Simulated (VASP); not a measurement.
Runs of VASP 6.6.1 on SiC. The structure is that of space group P6_3mc (No. 186), or close to it. The cells are those of the table. 

```csv
level,cell,smearing,gap on the mesh (eV),pressure (GPa),largest force (eV/Å)
PBE,"a = 3.170, b = 3.170, c = 10.026 Å, angles 90.0, 90.0, 120.0°, 8 atoms",fermi-dirac 0.02 eV,2.01,-7.5,0.04
PBE,"a = 3.016, b = 3.016, c = 10.115 Å, angles 90.0, 90.0, 120.0°, 8 atoms",fermi-dirac 0.02 eV,2.06,12.4,0.03
PBE,"a = 3.108, b = 3.108, c = 10.060 Å, angles 90.0, 90.0, 120.0°, 8 atoms",fermi-dirac 0.02 eV,2.24,-0.5,0.02
PBE,"a = 3.047, b = 3.047, c = 10.095 Å, angles 90.0, 90.0, 120.0°, 8 atoms",fermi-dirac 0.02 eV,2.15,7.8,0.02
r2SCAN,"a = 2.985, b = 2.985, c = 10.134 Å, angles 90.0, 90.0, 120.0°, 8 atoms",gaussian 0.01 eV,(a),14.0,0.01
PBE,"a = 3.139, b = 3.139, c = 10.043 Å, angles 90.0, 90.0, 120.0°, 8 atoms",fermi-dirac 0.02 eV,2.14,-4.2,0.03
PBE,"a = 3.078, b = 3.078, c = 10.077 Å, angles 90.0, 90.0, 120.0°, 8 atoms",fermi-dirac 0.02 eV,2.23,3.5,0.01
r2SCAN,"a = 3.170, b = 3.170, c = 10.026 Å, angles 90.0, 90.0, 120.0°, 8 atoms",gaussian 0.01 eV,(b),-11.1,-
PBE,"a = 2.985, b = 2.985, c = 10.134 Å, angles 90.0, 90.0, 120.0°, 8 atoms",fermi-dirac 0.02 eV,1.96,17.5,0.05
```

Alike in all rows: task single point; potentials or basis VASP PAW PBE potentials, release 64 (Si, C); no spin polarisation; k mesh 12 × 12 × 4; cutoff (eV) 520.

Fill in the values left out.

(a) 2.35; (b) 2.39.

Caveats: the PAW data sets were made with another functional, which shifts forces and pressure a little (some runs).

A k mesh can miss the band edges.
